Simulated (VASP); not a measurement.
# Cu3B (P-6m2) in VASP: a series of runs

Cu3B is run at these levels: PBE; tasks: single point.

All numbers are computed with VASP 6.6.1; they aren't measurements. Logs are shortened: lines on timing, memory, paths and dates and some standing lists are left out, and cuts for length are marked.

## 1. The cell of the first run

It takes space group P-6m2 (No. 187, hexagonal). Conventional cell: a = 2.596 Å, b = 2.596 Å, c = 7.264 Å, α = 90.00°, β = 90.00°, γ = 120.00°. Within 3.4 Å of Cu (site symmetry -6m2) lie 12 Cu at 2.60 to 2.61 Å. Cu (site symmetry 3m) has 3 B at 2.12 Å and 9 Cu at 2.60 to 2.61 Å within 2.8 Å. Within 2.8 Å of B (site symmetry -6m2) lie 6 Cu at 2.12 Å and 6 B at 2.60 Å.

## 2. Single point, PBE

File INCAR:

```
SYSTEM = Cu3B
  PREC = Accurate
  ENCUT = 820
  EDIFF = 1E-6
  ISMEAR = 0
  SIGMA = 0.1
  LREAL = .False.
  LASPH = .True.
  NELM = 120
  ALGO = Normal
  ISIF = 2
  LWAVE = .False.
  LCHARG = .True.
  GGA = PE
  LELF = .True.
  LVHAR = .True.
  NBANDS = 38
  GGA_COMPAT = .False.
```

File KPOINTS:

```
regular mesh
0
Gamma
  18 18 6
  0 0 0
```

File POSCAR:

```
Cu3B
1.0
    2.5962723504      0.0000000000      0.0000000000
   -1.2981361752      2.2484378106      0.0000000000
    0.0000000000      0.0000000000      7.2638545739
Cu B
3 1
Direct
    0.6666666667      0.3333333333      0.5000000000
    0.3333333333      0.6666666667      0.2064516395
    0.3333333333      0.6666666667      0.7935483605
    0.6666666667      0.3333333333      0.0000000000
```

Potentials or basis: VASP PAW PBE potentials, release 64 (Cu_sv_GW, B).

On the command line:

```bash
cat potpaw_PBE.64/Cu_sv_GW/POTCAR potpaw_PBE.64/B/POTCAR > POTCAR
mpirun -np 1 vasp_std > vasp.out
```

OUTCAR:

```text
SYSTEM = Cu3B
   PREC = Accurate
   ENCUT = 820
   EDIFF = 1E-6
   ISMEAR = 0
   LREAL = .False.
   LASPH = .True.
   NELM = 120
   ISIF = 2
   GGA = PE

 ion  position               nearest neighbor table
   1  0.667  0.333  0.500-   2 2.61   3 2.61   2 2.61   3 2.61   2 2.61   3 2.61
   2  0.333  0.667  0.206-   4 2.12   4 2.12   4 2.12   1 2.61   1 2.61   1 2.61
   3  0.333  0.667  0.794-   4 2.12   4 2.12   4 2.12   1 2.61   1 2.61   1 2.61
   4  0.667  0.333  0.000-   2 2.12   3 2.12   2 2.12   3 2.12   2 2.12   3 2.12

  LATTYP: Found a hexagonal cell.
 ALAT       =     2.5962723504
 C/A-ratio  =     2.7978014605

  Lattice vectors:

 A1 = (   2.5962723504,   0.0000000000,   0.0000000000)
 A2 = (  -1.2981361752,   2.2484378106,   0.0000000000)
 A3 = (   0.0000000000,   0.0000000000,   7.2638545739)

Analysis of symmetry for initial positions (statically):
=====================================================================
 Subroutine PRICEL returns:
 Original cell was already a primitive cell.

 Routine SETGRP: Setting up the symmetry group for a
 hexagonal supercell.

 Subroutine GETGRP returns: Found 12 space group operations
 (whereof 12 operations were pure point group operations)
 out of a pool of 24 trial point group operations.

The static configuration has the point symmetry D_3h.

Analysis of symmetry for dynamics (positions and initial velocities):
=====================================================================
 Subroutine PRICEL returns:
 Original cell was already a primitive cell.

 Routine SETGRP: Setting up the symmetry group for a
 hexagonal supercell.

 Subroutine GETGRP returns: Found 12 space group operations
 (whereof 12 operations were pure point group operations)
 out of a pool of 24 trial point group operations.

The dynamic configuration has the point symmetry D_3h.

 Subroutine INISYM returns: Found 12 space group operations
 (whereof 12 operations are pure point group operations),
 and found     1 'primitive' translations

----------------------------------------------------------------------------------------

                                     Primitive cell

  volume of cell :      42.4032

  direct lattice vectors                    reciprocal lattice vectors
     2.596272350  0.000000000  0.000000000     0.385167604  0.222376620  0.000000000
    -1.298136175  2.248437811  0.000000000     0.000000000  0.444753239  0.000000000
     0.000000000  0.000000000  7.263854574     0.000000000  0.000000000  0.137667954

  length of vectors
     2.596272350  2.596272350  7.263854574     0.444753239  0.444753239  0.137667954

  position of ions in fractional coordinates (direct lattice)
     0.666666667  0.333333333  0.500000000
     0.333333333  0.666666667  0.206451640
     0.333333333  0.666666667  0.793548360
     0.666666667  0.333333333  0.000000000

  ion indices of the primitive-cell ions
   primitive index   ion index
                 1           1
                 2           2
                 3           3
                 4           4

----------------------------------------------------------------------------------------

 KPOINTS: regular mesh

Automatic generation of k-mesh.
 Grid dimensions read from file:
 generate k-points for:   18   18    6

 Generating k-lattice:

  Cartesian coordinates                     Fractional coordinates (reciprocal lattice)
     0.021398200  0.012354257  0.000000000     0.055555556  0.000000000  0.000000000
     0.000000000  0.024708513  0.000000000     0.000000000  0.055555556  0.000000000
     0.000000000  0.000000000  0.022944659     0.000000000  0.000000000  0.166666667

  Length of vectors
     0.024708513  0.024708513  0.022944659

  Shift w.r.t. Gamma in fractional coordinates (k-lattice)
     0.000000000  0.000000000  0.000000000

 Subroutine IBZKPT returns following result:
 ===========================================

 Found    148 irreducible k-points:

 Following reciprocal coordinates:
            Coordinates               Weight
  0.000000  0.000000  0.000000      1.000000
  0.055556  0.000000  0.000000      6.000000
  0.111111  0.000000  0.000000      6.000000
  0.166667  0.000000  0.000000      6.000000
  0.222222  0.000000  0.000000      6.000000
  0.277778  0.000000  0.000000      6.000000
[... 16 lines left out ...]
  0.333333  0.111111  0.000000     12.000000
  0.388889  0.111111  0.000000     12.000000
 [... further k-points ...]
   k-points           NKPTS =    148   k-points in BZ     NKDIM =    148   number of bands    NBANDS=     38
   number of dos      NEDOS =    301   number of ions     NIONS =      4
   total plane-waves  NPLWV =  40320
   dimension x,y,z NGX =    24 NGY =   24 NGZ =   70
   dimension x,y,z NGXF=    48 NGYF=   48 NGZF=  140
   ions per type =               3   1
   NGX,Y,Z   is equivalent  to a cutoff of  15.37, 15.37, 16.02 a.u.
   NGXF,Y,Z  is equivalent  to a cutoff of  30.74, 30.74, 32.04 a.u.
 SYSTEM =  Cu3B
   PREC   = accura    normal or accurate (medium, high low for compatibility)
   ISTART =      0    job   : 0-new  1-cont  2-samecut
   ICHARG =      2    charge: 1-file 2-atom 10-const
   ISPIN  =      1    spin polarized calculation?
   LNONCOLLINEAR =      F non collinear calculations
   LSORBIT =      F    spin-orbit coupling
   LASPH  =      T    aspherical Exc in radial PAW
   ENCUT  =  820.0 eV  60.27 Ry    7.76 a.u.   6.06  6.06 16.96*2*pi/ulx,y,z
   NELM   =    120;   NELMIN=  2; NELMDL= -5     # of ELM steps
   EDIFF  = 0.1E-05   stopping-criterion for ELM
   LREAL  =      F    real-space projection
   EDIFFG = 0.1E-04   stopping-criterion for IOM
   NSW    =      0    number of steps for IOM
   IBRION =     -1    ionic relax: 0-MD 1-quasi-New 2-CG
   NFREE  =      0    steps in history (QN), initial steepest desc. (CG)
   ISIF   =      2    stress and relaxation
   ISYM   =      2    0-nonsym 1-usesym 2-fastsym
   POTIM  = 0.5000    time-step for ionic-motion
   TEBEG  =    0.0;   TEEND  =   0.0 temperature during run
   PSTRESS=    0.0 pullay stress
   NELECT =      60.0000    total number of electrons
   NUPDOWN=      -1.0000    fix difference up-down
   EMIN   =  10.00;   EMAX   =-10.00  energy-range for DOS
   EFERMI =   0.00;   METHOD = LEGACY
   ISMEAR =     0;   SIGMA  =   0.10  broadening in eV -4-tet -1-fermi 0-gaus
   EFERMI_NEDOS =   21; number of points for ismear=-14 and -15
   IALGO  =     38    algorithm
   IMIX   =      4    mixing-type and parameters
     AMIX     =   0.40;   BMIX     =  1.00
     AMIX_MAG =   1.60;   BMIX_MAG =  1.00
  volume/ion in A,a.u.               =      10.60        71.54
  Fermi-wavevector in a.u.,A,eV,Ry     =   1.837917  3.473159 45.959634  3.377938
  Thomas-Fermi vector in A             =   2.890792
   LORBIT       =      0    0 simple, 1 ext, 2 COOP (PROOUT), +10 PAW based schemes
   GGA     = PE    functional components
   LHFCALC =     F    Hartree Fock is set to
   AEXX    =    0.0000 exact exchange contribution
   IVDW    =     0    specifies the selected vdW correction
   LEPSILON=     F    determine dielectric tensor
   LRPA    =     F    only Hartree local field effects (RPA)
 non-spin polarized calculation
 Gauss-broadening in eV      SIGMA  =   0.10
  energy-cutoff  :      820.00
  volume of cell :       42.40
 maximum number of plane-waves:      2304
   NGX = 13   NGY = 13   NGZ = 33

 number of electron      59.9999988 magnetization

 Free energy of the ion-electron system (eV)
  ---------------------------------------------------
  ext. energy  EPLUGINS =         0.00000000
  ---------------------------------------------------
  free energy    TOTEN  =       -16.92245331 eV

  energy without entropy =      -16.91766765  energy(sigma->0) =      -16.92006048

 E-fermi :   7.8282     XC(G=0): -13.1870

 val. band max:        7.8257290599   @ k =   0.2778   0.2222   0.3333
 cond. band min:       7.8336592412   @ k =   0.2222   0.2222   0.3333
 fundamental gap:      0.0079301812
 Fermi energy:         7.8281774085

 k-point     1 :       0.0000    0.0000    0.0000
  band No.  band energies     occupation
      1    -105.7053      2.00000
      2    -105.7050      2.00000
      3    -104.6636      2.00000
      4     -63.1302      2.00000
      5     -63.1266      2.00000
      6     -62.9977      2.00000
[... 30 lines left out ...]
     37      25.9267      0.00000
     38      26.5995      0.00000

 k-point     2 :       0.0556    0.0000    0.0000
  band No.  band energies     occupation
      1    -105.7050      2.00000
      2    -105.7047      2.00000
      3    -104.6634      2.00000
      4     -63.1300      2.00000
      5     -63.1263      2.00000
      6     -62.9997      2.00000
[... 30 lines left out ...]
     37      25.4728      0.00000
     38      26.3621      0.00000

 k-point     3 :       0.1111    0.0000    0.0000
  band No.  band energies     occupation
      1    -105.7044      2.00000
      2    -105.7042      2.00000
      3    -104.6628      2.00000
      4     -63.1294      2.00000
      5     -63.1255      2.00000
      6     -63.0056      2.00000
[... 30 lines left out ...]
     37      24.9722      0.00000
     38      25.3530      0.00000

 k-point     4 :       0.1667    0.0000    0.0000
  band No.  band energies     occupation
      1    -105.7035      2.00000
      2    -105.7033      2.00000
      3    -104.6619      2.00000
      4     -63.1283      2.00000
      5     -63.1243      2.00000
      6     -63.0148      2.00000
[... 30 lines left out ...]
     37      23.6551      0.00000
     38      23.7417      0.00000
[... 703 lines left out ...]
      4     -63.1239      2.00000
      5     -63.1195      2.00000
      6     -63.0484      2.00000
[... 30 lines left out ...]
     37      19.9777      0.00000
     38      20.1079      0.00000

 k-point    23 :       0.3333    0.1111    0.0000
  band No.  band energies     occupation
      1    -105.6987      2.00000
      2    -105.6985      2.00000
      3    -104.6570      2.00000
      4     -63.1229      2.00000
      5     -63.1184      2.00000
      6     -63.0564      2.00000
[... 30 lines left out ...]
     37      19.4859      0.00000
     38      19.5635      0.00000

 k-point    24 :       0.3889    0.1111    0.0000
  band No.  band energies     occupation
      1    -105.6981      2.00000
      2    -105.6980      2.00000
      3    -104.6565      2.00000
      4     -63.1223      2.00000
      5     -63.1177      2.00000
      6     -63.0615      2.00000
[... 30 lines left out ...]
     37      19.1216      0.00000
     38      19.1678      0.00000

 [... further k-points ...]

------------------------ aborting loop because EDIFF is reached ----------------------------------------

  FORCE on cell =-STRESS in cart. coord.  units (eV):
  Direction    XX          YY          ZZ          XY          YZ          ZX
  --------------------------------------------------------------------------------------
  -------------------------------------------------------------------------------------
  Total       -0.3991198     -0.3991198     -0.3967217     -0.0000000      0.0000000      0.0000000
  in kB      -15.0804954    -15.0804954    -14.9898837     -0.0000000      0.0000000      0.0000000
  external PRESSURE =     -15.0502915 kB  Pullay stress =       0.0000000 kB

 VOLUME and BASIS-vectors are now :
 -----------------------------------------------------------------------------
  energy-cutoff  :      820.00
  volume of cell :       42.40
      direct lattice vectors                 reciprocal lattice vectors
     2.596272350  0.000000000  0.000000000     0.385167604  0.222376620  0.000000000
    -1.298136175  2.248437811  0.000000000     0.000000000  0.444753239  0.000000000
     0.000000000  0.000000000  7.263854574     0.000000000  0.000000000  0.137667954

 POSITION                                       TOTAL-FORCE (eV/Angst)
 -----------------------------------------------------------------------------------
      1.29814      0.74948      3.63193         0.000000     -0.000000      0.000000
     -0.00000      1.49896      1.49963        -0.000000     -0.000000      0.009859
     -0.00000      1.49896      5.76422        -0.000000     -0.000000     -0.009859
      1.29814      0.74948      0.00000         0.000000      0.000000      0.000000
 -----------------------------------------------------------------------------------
    total drift:                                0.000001     -0.000000     -0.000000

  FREE ENERGIE OF THE ION-ELECTRON SYSTEM (eV)
  ---------------------------------------------------
  free  energy   TOTEN  =       -16.9224533128 eV

  energy  without entropy=      -16.9176676483  energy(sigma->0) =      -16.92006048
```

Wall time 10 min (1 thread of Intel Xeon Platinum 8488C (Sapphire Rapids), shared host); peak memory 0.51 GiB.

Results:

- Free energy: -16.9225 eV
- Pressure: -1.5 GPa
- Largest force: 0.010 eV/Å
- Band gap on the k mesh: zero (bands 30 and 31 overlap by 2.60 eV)

Forces in eV/Å, atoms in the order of the input:
```
Cu   0.000  0.000  0.000
Cu   0.000  0.000  0.010
Cu   0.000  0.000 -0.010
B    0.000  0.000  0.000
```

Levels at points of the mesh, in eV from the Fermi level:
```
           k point  band 26  band 27  band 28  band 29  band 30  band 31  band 32  band 33  band 34  band 35
(0.00, 0.00, 0.00)    -3.11    -2.66    -2.66    -1.95    -1.95    -0.94     4.57     7.05     7.05    12.99
(0.50, 0.00, 0.00)    -2.20    -2.08    -1.55    -1.40    -1.17     0.37     3.38     3.77     4.36     6.28
(0.00, 0.00, 0.50)    -3.18    -2.62    -2.62    -2.47    -1.96    -1.96     6.89     7.05     7.05     9.92
(0.50, 0.00, 0.50)    -2.49    -2.15    -1.55    -1.53    -1.08     0.53     4.31     4.40     4.53     5.35
```

## 3. Single point, PBE

File INCAR:

```
PREC     = Accurate       # precision mode
ENCUT    = 820            # plane-wave cutoff, eV
EDIFF    = 1E-6           # SCF threshold, eV
ISMEAR   = 0              # smearing method
SIGMA    = 0.1            # smearing width, eV
LREAL    = F              # projectors in reciprocal space
LASPH    = T              # aspherical terms in the spheres
NELM     = 120            # most SCF steps
ALGO     = Normal         # electronic algorithm
ISIF     = 2              # what is computed and relaxed
LWAVE    = F              # write WAVECAR
LCHARG   = F              # write CHGCAR
GGA      = PE             # functional
NBANDS   = 38             # bands
GGA_COMPAT= F
```

File KPOINTS:

```
Automatic mesh
0
Gamma
  6 6 4
```

File POSCAR:

```
Cu3B
1.0
    2.5853376917      0.0000000000      0.0000000000
   -1.2926688458      2.2389681184      0.0000000000
    0.0000000000      0.0000000000      7.3117846128
Cu B
3 1
Direct
    0.6666666667      0.3333333333      0.5000000000
    0.3333333333      0.6666666667      0.2076384684
    0.3333333333      0.6666666667      0.7923615316
    0.6666666667      0.3333333333      0.0000000000
```

Potentials or basis: VASP PAW PBE potentials, release 64 (Cu_sv_GW, B).

On the command line:

```bash
cat potpaw_PBE.64/Cu_sv_GW/POTCAR potpaw_PBE.64/B/POTCAR > POTCAR
mpirun -np 1 vasp_std > vasp.out
```

OUTCAR:

```text
PREC = Accurate
   ENCUT = 820
   EDIFF = 1E-6
   ISMEAR = 0
   LREAL = F
   LASPH = T
   NELM = 120
   ISIF = 2
   GGA = PE

 ion  position               nearest neighbor table
   1  0.667  0.333  0.500-   2 2.61   3 2.61   2 2.61   3 2.61   2 2.61   3 2.61
   2  0.333  0.667  0.208-   4 2.13   4 2.13   4 2.13   1 2.61   1 2.61   1 2.61
   3  0.333  0.667  0.792-   4 2.13   4 2.13   4 2.13   1 2.61   1 2.61   1 2.61
   4  0.667  0.333  0.000-   2 2.13   3 2.13   2 2.13   3 2.13   2 2.13   3 2.13

  LATTYP: Found a hexagonal cell.
 ALAT       =     2.5853376917
 C/A-ratio  =     2.8281739118

  Lattice vectors:

 A1 = (   2.5853376917,   0.0000000000,   0.0000000000)
 A2 = (  -1.2926688458,   2.2389681184,   0.0000000000)
 A3 = (   0.0000000000,   0.0000000000,   7.3117846128)

Analysis of symmetry for initial positions (statically):
=====================================================================
 Subroutine PRICEL returns:
 Original cell was already a primitive cell.

 Routine SETGRP: Setting up the symmetry group for a
 hexagonal supercell.
[... 163 lines left out ...]
  free energy    TOTEN  =       -16.87574203 eV

  energy without entropy =      -16.86955925  energy(sigma->0) =      -16.87265064

 E-fermi :   7.5854     XC(G=0): -13.1995

 val. band max:        7.5753603060   @ k =   0.3333   0.3333   0.2500
 cond. band min:       7.6732469735   @ k =   0.1667   0.0000   0.2500
 fundamental gap:      0.0978866675
 Fermi energy:         7.5853557937

 k-point     1 :       0.0000    0.0000    0.0000
  band No.  band energies     occupation
      1    -105.6029      2.00000
      2    -105.6027      2.00000
      3    -104.7720      2.00000
      4     -63.0608      2.00000
      5     -63.0580      2.00000
      6     -62.8782      2.00000
[... 850 lines left out ...]
     37      15.5382      0.00000
     38      15.6980      0.00000

------------------------ aborting loop because EDIFF is reached ----------------------------------------

  FORCE on cell =-STRESS in cart. coord.  units (eV):
  Direction    XX          YY          ZZ          XY          YZ          ZX
  --------------------------------------------------------------------------------------
  -------------------------------------------------------------------------------------
  Total        0.4691293      0.4691293     -1.7582941      0.0000000      0.0000000      0.0000000
  in kB       17.7588405     17.7588405    -66.5600334      0.0000000      0.0000000      0.0000000
  external PRESSURE =     -10.3474508 kB  Pullay stress =       0.0000000 kB

 VOLUME and BASIS-vectors are now :
 -----------------------------------------------------------------------------
  energy-cutoff  :      820.00
  volume of cell :       42.32
      direct lattice vectors                 reciprocal lattice vectors
     2.585337692  0.000000000  0.000000000     0.386796666  0.223317159  0.000000000
    -1.292668846  2.238968118  0.000000000     0.000000000  0.446634319  0.000000000
     0.000000000  0.000000000  7.311784613     0.000000000  0.000000000  0.136765517

 POSITION                                       TOTAL-FORCE (eV/Angst)
 -----------------------------------------------------------------------------------
      1.29267      0.74632      3.65589         0.000000     -0.000000     -0.000000
     -0.00000      1.49265      1.51821        -0.000000      0.000000     -0.096559
     -0.00000      1.49265      5.79358        -0.000000      0.000000      0.096559
      1.29267      0.74632      0.00000        -0.000000      0.000000     -0.000000
 -----------------------------------------------------------------------------------
    total drift:                                0.000001     -0.000000     -0.000000

  FREE ENERGIE OF THE ION-ELECTRON SYSTEM (eV)
  ---------------------------------------------------
  free  energy   TOTEN  =       -16.8757420268 eV

  energy  without entropy=      -16.8695592492  energy(sigma->0) =      -16.87265064
```

It took 68 s on 1 thread of Intel Xeon Platinum 8259CL at 2.50GHz (Skylake/Cascade Lake), shared host; peak memory 0.23 GiB.

What came out:

- Free energy: -16.8757 eV
- Pressure: -1.0 GPa
- Largest force: 0.097 eV/Å
- Band gap on the k mesh: zero (bands 30 and 31 overlap by 2.00 eV)

Forces on the atoms (eV/Å):
```
Cu   0.000  0.000  0.000
Cu   0.000  0.000 -0.097
Cu   0.000  0.000  0.097
B    0.000  0.000  0.000
```

Levels at points of the mesh, in eV from the Fermi level:
```tsv
k point	band 26	band 27	band 28	band 29	band 30	band 31	band 32	band 33	band 34	band 35
(0.00, 0.00, 0.00)	-2.78	-2.48	-2.48	-1.80	-1.80	-0.83	4.68	7.52	7.52	13.09
(0.50, 0.00, 0.00)	-1.94	-1.91	-1.38	-1.15	-0.86	0.61	3.61	4.10	4.79	6.48
(0.00, 0.00, 0.50)	-2.89	-2.42	-2.42	-2.30	-1.81	-1.81	6.99	7.52	7.52	9.93
(0.50, 0.00, 0.50)	-2.11	-1.97	-1.38	-1.20	-0.85	0.80	4.56	4.75	4.83	5.61
```

Caveat: the k points lie up to 0.47 Å⁻¹ apart, too coarse for converged energies and pressures of a metal.

The gap in the log of VASP goes by the Fermi energy; the results here count the filled bands.